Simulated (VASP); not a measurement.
# BaH4 (tetrahydride) (I4/mmm) in VASP: further runs

BaH4 (tetrahydride) is run at these levels: PBE; tasks: single point, relaxation of volume and atoms at fixed shape.

Program: VASP 6.6.1. These are calculated values, not measurements. Logs are shortened: lines on timing, memory, paths and dates and some standing lists are left out, and cuts for length are marked.

### Step 1. The cell of the first run

It takes space group I4/mmm (No. 139, tetragonal). Conventional cell: a = 3.217 Å, b = 3.217 Å, c = 6.980 Å, α = 90.00°, β = 90.00°, γ = 90.00°. Ba (site symmetry 4/mmm) has 18 H at 2.31 to 3.08 Å within 3.1 Å. H (site symmetry -4m2) has 12 H at 2.09 to 2.69 Å and 4 Ba at 2.37 Å within 2.8 Å. H (site symmetry 4mm) has 1 H at 0.82 Å within 1.1 Å.

### Step 2. Single point, PBE

File INCAR:

```
  ALGO = Normal
  EDIFF = 1E-6
  ENCUT = 520
  GGA = PE
  ISIF = 2
  ISMEAR = 0
  LASPH = True
  LCHARG = False
  LREAL = False
  LWAVE = False
  NBANDS = 15
  NELM = 60
  PREC = Accurate
  SIGMA = 0.05
```

File KPOINTS:

```
k-points
0
Gamma
  12 12 12
```

File POSCAR:

```
BaH4
1.0
   -1.6082601495      1.6082601495      3.4899752582
    1.6082601495     -1.6082601495      3.4899752582
    1.6082601495      1.6082601495     -3.4899752582
Ba H
1 4
Direct
    0.0000000000      0.0000000000      0.0000000000
    0.7500000000      0.2500000000      0.5000000000
    0.2500000000      0.7500000000      0.5000000000
    0.4415352664      0.4415352664      0.0000000000
    0.5584647336      0.5584647336      0.0000000000
```

Potentials or basis: VASP PAW PBE potentials, release 64 (Ba_sv, H).

Launch:

```
$ cat potpaw_PBE.64/Ba_sv/POTCAR potpaw_PBE.64/H/POTCAR > POTCAR
$ mpirun -np 1 vasp_std > vasp.out
```

OUTCAR:

```text
EDIFF = 1E-6
   ENCUT = 520
   GGA = PE
   ISIF = 2
   ISMEAR = 0
   LASPH = True
   LREAL = False
   NELM = 60
   PREC = Accurate

 ion  position               nearest neighbor table
   1  0.000  0.000  0.000-   5 2.31   5 2.31   5 2.31   4 2.31   5 2.31   4 2.31   4 2.31   4 2.31
                             2 2.37   3 2.37   2 2.37   3 2.37   2 2.37   2 2.37   3 2.37   3 2.37
   2  0.750  0.250  0.500-   1 2.37   1 2.37   1 2.37   1 2.37
   3  0.250  0.750  0.500-   1 2.37   1 2.37   1 2.37   1 2.37
   4  0.442  0.442  0.000-   5 0.82   1 2.31   1 2.31   1 2.31   1 2.31
   5  0.558  0.558  0.000-   4 0.82   1 2.31   1 2.31   1 2.31   1 2.31

  LATTYP: Found a body centered tetragonal cell.
 ALAT       =     3.2165202990
 C/A-ratio  =     2.1700315458

  Lattice vectors:

 A1 = (  -1.6082601495,   1.6082601495,   3.4899752582)
 A2 = (   1.6082601495,  -1.6082601495,   3.4899752582)
 A3 = (   1.6082601495,   1.6082601495,  -3.4899752582)

Analysis of symmetry for initial positions (statically):
=====================================================================
 Subroutine PRICEL returns:
 Original cell was already a primitive cell.

 Routine SETGRP: Setting up the symmetry group for a
 body centered tetragonal supercell.

 Subroutine GETGRP returns: Found 16 space group operations
 (whereof 16 operations were pure point group operations)
 out of a pool of 16 trial point group operations.

The static configuration has the point symmetry D_4h.

Analysis of symmetry for dynamics (positions and initial velocities):
=====================================================================
 Subroutine PRICEL returns:
 Original cell was already a primitive cell.

 Routine SETGRP: Setting up the symmetry group for a
 body centered tetragonal supercell.

 Subroutine GETGRP returns: Found 16 space group operations
 (whereof 16 operations were pure point group operations)
 out of a pool of 16 trial point group operations.

The dynamic configuration has the point symmetry D_4h.

 Subroutine INISYM returns: Found 16 space group operations
 (whereof 16 operations are pure point group operations),
 and found     1 'primitive' translations

----------------------------------------------------------------------------------------

                                     Primitive cell

  volume of cell :      36.1073

  direct lattice vectors                    reciprocal lattice vectors
    -1.608260149  1.608260149  3.489975258     0.000000000  0.310894976  0.143267491
     1.608260149 -1.608260149  3.489975258     0.310894976  0.000000000  0.143267491
     1.608260149  1.608260149 -3.489975258     0.310894976  0.310894976  0.000000000

  length of vectors
     4.165684664  4.165684664  4.165684664     0.342317484  0.342317484  0.439671891

  position of ions in fractional coordinates (direct lattice)
     0.000000000  0.000000000  0.000000000
     0.750000000  0.250000000  0.500000000
     0.250000000  0.750000000  0.500000000
     0.441535266  0.441535266  0.000000000
     0.558464734  0.558464734  0.000000000

  ion indices of the primitive-cell ions
   primitive index   ion index
                 1           1
                 2           2
                 3           3
                 4           4
                 5           5

----------------------------------------------------------------------------------------

 KPOINTS: k-points

Automatic generation of k-mesh.
 Grid dimensions read from file:
 generate k-points for:   12   12   12

 Generating k-lattice:

  Cartesian coordinates                     Fractional coordinates (reciprocal lattice)
     0.000000000  0.025907915  0.011938958     0.083333333  0.000000000 -0.000000000
     0.025907915  0.000000000  0.011938958     0.000000000  0.083333333 -0.000000000
     0.025907915  0.025907915  0.000000000     0.000000000  0.000000000  0.083333333

  Length of vectors
     0.028526457  0.028526457  0.036639324

  Shift w.r.t. Gamma in fractional coordinates (k-lattice)
     0.000000000  0.000000000  0.000000000

 Subroutine IBZKPT returns following result:
 ===========================================

 Found    163 irreducible k-points:

 Following reciprocal coordinates:
            Coordinates               Weight
  0.000000  0.000000  0.000000      1.000000
  0.083333  0.000000 -0.000000      8.000000
  0.166667  0.000000  0.000000      8.000000
  0.250000 -0.000000  0.000000      8.000000
  0.333333 -0.000000  0.000000      8.000000
  0.416667  0.000000 -0.000000      8.000000
[... 16 lines left out ...]
  0.500000  0.166667  0.000000     16.000000
 -0.416667  0.166667  0.000000     16.000000
 [... further k-points ...]
   k-points           NKPTS =    163   k-points in BZ     NKDIM =    163   number of bands    NBANDS=     15
   number of dos      NEDOS =    301   number of ions     NIONS =      5
   total plane-waves  NPLWV =  32768
   dimension x,y,z NGX =    32 NGY =   32 NGZ =   32
   dimension x,y,z NGXF=    64 NGYF=   64 NGZF=   64
   ions per type =               1   4
   NGX,Y,Z   is equivalent  to a cutoff of  12.77, 12.77, 12.77 a.u.
   NGXF,Y,Z  is equivalent  to a cutoff of  25.54, 25.54, 25.54 a.u.
 SYSTEM =  unknown system
   PREC   = accura    normal or accurate (medium, high low for compatibility)
   ISTART =      0    job   : 0-new  1-cont  2-samecut
   ICHARG =      2    charge: 1-file 2-atom 10-const
   ISPIN  =      1    spin polarized calculation?
   LNONCOLLINEAR =      F non collinear calculations
   LSORBIT =      F    spin-orbit coupling
   LASPH  =      T    aspherical Exc in radial PAW
   ENCUT  =  520.0 eV  38.22 Ry    6.18 a.u.   7.75  7.75  7.75*2*pi/ulx,y,z
   NELM   =     60;   NELMIN=  2; NELMDL= -5     # of ELM steps
   EDIFF  = 0.1E-05   stopping-criterion for ELM
   LREAL  =      F    real-space projection
   EDIFFG = 0.1E-04   stopping-criterion for IOM
   NSW    =      0    number of steps for IOM
   IBRION =     -1    ionic relax: 0-MD 1-quasi-New 2-CG
   NFREE  =      0    steps in history (QN), initial steepest desc. (CG)
   ISIF   =      2    stress and relaxation
   ISYM   =      2    0-nonsym 1-usesym 2-fastsym
   POTIM  = 0.5000    time-step for ionic-motion
   TEBEG  =    0.0;   TEEND  =   0.0 temperature during run
   PSTRESS=    0.0 pullay stress
   NELECT =      14.0000    total number of electrons
   NUPDOWN=      -1.0000    fix difference up-down
   EMIN   =  10.00;   EMAX   =-10.00  energy-range for DOS
   EFERMI =   0.00;   METHOD = LEGACY
   ISMEAR =     0;   SIGMA  =   0.05  broadening in eV -4-tet -1-fermi 0-gaus
   EFERMI_NEDOS =   21; number of points for ismear=-14 and -15
   IALGO  =     38    algorithm
   IMIX   =      4    mixing-type and parameters
     AMIX     =   0.40;   BMIX     =  1.00
     AMIX_MAG =   1.60;   BMIX_MAG =  1.00
  volume/ion in A,a.u.               =       7.22        48.73
  Fermi-wavevector in a.u.,A,eV,Ry     =   1.193766  2.255891 19.389352  1.425077
  Thomas-Fermi vector in A             =   2.329772
   LORBIT       =      0    0 simple, 1 ext, 2 COOP (PROOUT), +10 PAW based schemes
   GGA     = PE    functional components
   LHFCALC =     F    Hartree Fock is set to
   AEXX    =    0.0000 exact exchange contribution
   IVDW    =     0    specifies the selected vdW correction
   LEPSILON=     F    determine dielectric tensor
   LRPA    =     F    only Hartree local field effects (RPA)
 non-spin polarized calculation
 Gauss-broadening in eV      SIGMA  =   0.05
  energy-cutoff  :      520.00
  volume of cell :       36.11
 maximum number of plane-waves:       989
   NGX = 15   NGY = 15   NGZ = 15

 number of electron      14.0000000 magnetization

 Free energy of the ion-electron system (eV)
  ---------------------------------------------------
  ext. energy  EPLUGINS =         0.00000000
  ---------------------------------------------------
  free energy    TOTEN  =       -13.26134699 eV

  energy without entropy =      -13.26129498  energy(sigma->0) =      -13.26132099

 E-fermi :   4.6125     XC(G=0): -10.9314

 val. band max:        4.2146112768   @ k =   0.0833   0.0000  -0.0000
 cond. band min:       4.6363796183   @ k =  -0.2500   0.2500   0.0000
 fundamental gap:      0.4217683415
 Fermi energy:         4.6125327043

 k-point     1 :       0.0000    0.0000    0.0000
  band No.  band energies     occupation
      1     -23.3417      2.00000
      2      -7.6658      2.00000
      3      -6.8137      2.00000
      4      -6.8137      2.00000
      5      -5.6246      2.00000
      6      -0.3216      2.00000
      7       4.8578      0.00000
      8       4.8805      0.00000
      9       7.2996      0.00000
     10       9.0679      0.00000
     11       9.0679      0.00000
     12      12.3389      0.00000
     13      13.7010      0.00000
     14      16.4983      0.00000
     15      16.4983      0.00000

 k-point     2 :       0.0833    0.0000   -0.0000
  band No.  band energies     occupation
      1     -23.2955      2.00000
      2      -7.7849      2.00000
      3      -7.5775      2.00000
      4      -6.7879      2.00000
      5      -4.8599      2.00000
      6      -0.2066      2.00000
      7       4.2146      2.00000
      8       5.3384      0.00000
      9       6.9237      0.00000
     10       9.1884      0.00000
     11      10.3338      0.00000
     12      11.7655      0.00000
     13      12.6174      0.00000
     14      17.3191      0.00000
     15      17.8635      0.00000
[... 365 lines left out ...]
      3      -7.7711      2.00000
      4      -7.4859      2.00000
      5      -3.0705      2.00000
      6      -0.1758      2.00000
      7       3.0423      2.00000
      8       6.6267      0.00000
      9       9.0787      0.00000
     10       9.4451      0.00000
     11      11.0583      0.00000
     12      12.2910      0.00000
     13      16.2734      0.00000
     14      17.7338      0.00000
     15      18.9829      0.00000

 k-point    24 :      -0.4167    0.1667    0.0000
  band No.  band energies     occupation
      1     -22.4993      2.00000
      2     -11.3183      2.00000
      3      -7.6392      2.00000
      4      -7.5225      2.00000
      5      -2.9961      2.00000
      6       0.0464      2.00000
      7       2.4071      2.00000
      8       6.3905      0.00000
      9       7.8834      0.00000
     10       9.6105      0.00000
     11      11.9793      0.00000
     12      12.9843      0.00000
     13      15.5352      0.00000
     14      17.8852      0.00000
     15      18.8322      0.00000

 [... further k-points ...]

------------------------ aborting loop because EDIFF is reached ----------------------------------------

  FORCE on cell =-STRESS in cart. coord.  units (eV):
  Direction    XX          YY          ZZ          XY          YZ          ZX
  --------------------------------------------------------------------------------------
  -------------------------------------------------------------------------------------
  Total       14.3953034     14.3953034      5.0585851      0.0000000     -0.0000000      0.0000000
  in kB      638.7581652    638.7581652    224.4629694      0.0000000     -0.0000000      0.0000000
  external PRESSURE =     500.6597666 kB  Pullay stress =       0.0000000 kB

 VOLUME and BASIS-vectors are now :
 -----------------------------------------------------------------------------
  energy-cutoff  :      520.00
  volume of cell :       36.11
      direct lattice vectors                 reciprocal lattice vectors
    -1.608260149  1.608260149  3.489975258     0.000000000  0.310894976  0.143267491
     1.608260149 -1.608260149  3.489975258     0.310894976  0.000000000  0.143267491
     1.608260149  1.608260149 -3.489975258     0.310894976  0.310894976  0.000000000

 POSITION                                       TOTAL-FORCE (eV/Angst)
 -----------------------------------------------------------------------------------
      0.00000      0.00000      0.00000        -0.000000     -0.000000     -0.000000
     -0.00000      1.60826      1.74499        -0.000000     -0.000000     -0.000000
      1.60826     -0.00000      1.74499        -0.000000     -0.000000     -0.000000
      0.00000      0.00000      3.08189         0.000000      0.000000      0.040180
      0.00000      0.00000      3.89806        -0.000000     -0.000000     -0.040180
 -----------------------------------------------------------------------------------
    total drift:                                0.000000     -0.000000     -0.000000

  FREE ENERGIE OF THE ION-ELECTRON SYSTEM (eV)
  ---------------------------------------------------
  free  energy   TOTEN  =       -13.2613469945 eV

  energy  without entropy=      -13.2612949795  energy(sigma->0) =      -13.26132099
```

Wall time 54 s (1 thread of Intel Xeon Platinum 8259CL at 2.50GHz (Skylake/Cascade Lake), shared host); peak memory 0.24 GiB.

What came out:

```yaml
Free_energy: -13.2613 eV
Pressure: 50.1 GPa
Largest_force: 0.040 eV/Å
Band_gap_on_the_k_mesh: zero (band 7 reaches 4.86 eV, above the bottom of band 8 at 4.64 eV)
```

Forces in eV/Å, atoms in the order of the input:
```
Ba   0.000  0.000  0.000
H    0.000  0.000  0.000
H    0.000  0.000  0.000
H    0.000  0.000  0.040
H    0.000  0.000 -0.040
```

Stress tensor (GPa, compression positive):
```
63.88  0.00  0.00
 0.00 63.88  0.00
 0.00  0.00 22.45
```

Caveat: spin-orbit coupling is left out, which moves the levels of the heavy elements.

### Step 3. Relaxation of volume and atoms at fixed shape, PBE, target pressure 45 GPa, at which the enthalpy is minimised

This run uses another cell than the first one, of 6.91 Å³/atom, 0.957 times its volume.

File INCAR:

```
SYSTEM = BaH4
PREC = Accurate
ENCUT = 600
EDIFF = 1E-7
ISMEAR = 0
SIGMA = 0.05
LREAL = .False.
LASPH = .True.
NELM = 80
ALGO = Normal
ISIF = 8
LWAVE = .False.
LCHARG = .False.
GGA = PE
IBRION = 2
NSW = 100
EDIFFG = -0.002
PSTRESS = 450.0
```

File KPOINTS:

```
regular mesh
0
Gamma
  12 12 12
  0 0 0
```

File POSCAR:

```
BaH4
1.0
   -1.5850000000      1.5850000000      3.4395000000
    1.5850000000     -1.5850000000      3.4395000000
    1.5850000000      1.5850000000     -3.4395000000
Ba H
1 4
Direct
    0.0000000000      0.0000000000      0.0000000000
    0.7500000000      0.2500000000      0.5000000000
    0.2500000000      0.7500000000      0.5000000000
    0.4420000000      0.4420000000      0.0000000000
    0.5580000000      0.5580000000      0.0000000000
```

Potentials or basis: VASP PAW PBE potentials, release 64 (Ba_sv, H).

Launch:

```
$ cat potpaw_PBE.64/Ba_sv/POTCAR potpaw_PBE.64/H/POTCAR > POTCAR
$ mpirun -np 1 vasp_std > vasp.out
```

Run time: 4.5 min. Hardware: 1 thread of Intel Xeon Platinum 8259CL at 2.50GHz (Skylake/Cascade Lake), shared host; peak memory 0.27 GiB.

Results (log left out):

| Item | Value |
| --- | --- |
| Free energy | -13.5656 eV |
| Relaxed volume | 7.43 Å³/atom |
| Relaxed cell | a = 4.204 Å, b = 4.204 Å, c = 4.204 Å, α = 134.58°, β = 134.58°, γ = 66.18° |
| Space group after relaxing (to 0.05 Å) | I4/mmm (No. 139) |
| Energy change on relaxing (the enthalpy is what falls) | -166.5 meV/atom |
| Ionic steps | 5 |
| Pressure after relaxing | 45.0 GPa |
| Band gap on the k mesh | zero (band 7 reaches 4.68 eV, above the bottom of band 8 at 4.55 eV) |

Stress tensor (GPa, compression positive):
```
58.35  0.00  0.00
 0.00 58.35  0.00
 0.00  0.00 18.37
```

Step by step:
| step | energy change (eV) | largest force (eV/Å) | pressure (GPa) | volume (Å³) |
| --- | --- | --- | --- | --- |
| 1 | 0.0000 | 0.3670 | 59.96 | 34.56 |
| 2 | -1.0190 | 0.7891 | 40.21 | 37.89 |
| 3 | -0.7366 | 0.4725 | 45.81 | 36.81 |
| 4 | -0.8596 | 0.1756 | 44.79 | 37.22 |
| 5 | -0.8327 | 0.0014 | 45.02 | 37.13 |

Final structure:
```yaml
crystal:
  lattice:
    - [-1.62324, 1.62324, 3.52248]
    - [1.62324, -1.62324, 3.52248]
    - [1.62324, 1.62324, -3.52248]
  atoms:
    - { symbol: Ba, position: [0.00000, 0.00000, 0.00000] }
    - { symbol: H, position: [0.75000, 0.25000, 0.50000] }
    - { symbol: H, position: [0.25000, 0.75000, 0.50000] }
    - { symbol: H, position: [0.44241, 0.44241, 0.00000] }
    - { symbol: H, position: [0.55759, 0.55759, 0.00000] }
```

Levels at points of the mesh, in eV from the Fermi level:
| k point | band 4 | band 5 | band 6 | band 7 | band 8 | band 9 | band 10 | band 11 |
| --- | --- | --- | --- | --- | --- | --- | --- | --- |
| (0.00, 0.00, 0.00) | -11.62 | -10.35 | -4.96 | 0.15 | 0.20 | 2.62 | 4.32 | 4.32 |
| (0.50, 0.00, 0.00) | -11.23 | -6.62 | -5.39 | -0.95 | 0.31 | 2.88 | 4.88 | 7.34 |
| (0.50, 0.50, 0.00) | -11.96 | -11.29 | -4.65 | -0.86 | 1.68 | 3.55 | 4.26 | 10.51 |
| (0.50, 0.50, 0.50) | -11.78 | -10.15 | -2.67 | -2.05 | 6.07 | 7.21 | 7.97 | 7.97 |

Caveat: the cell is relaxed towards a set pressure, so the enthalpy falls and the energy may rise; spin-orbit coupling is left out, which moves the levels of the heavy elements.
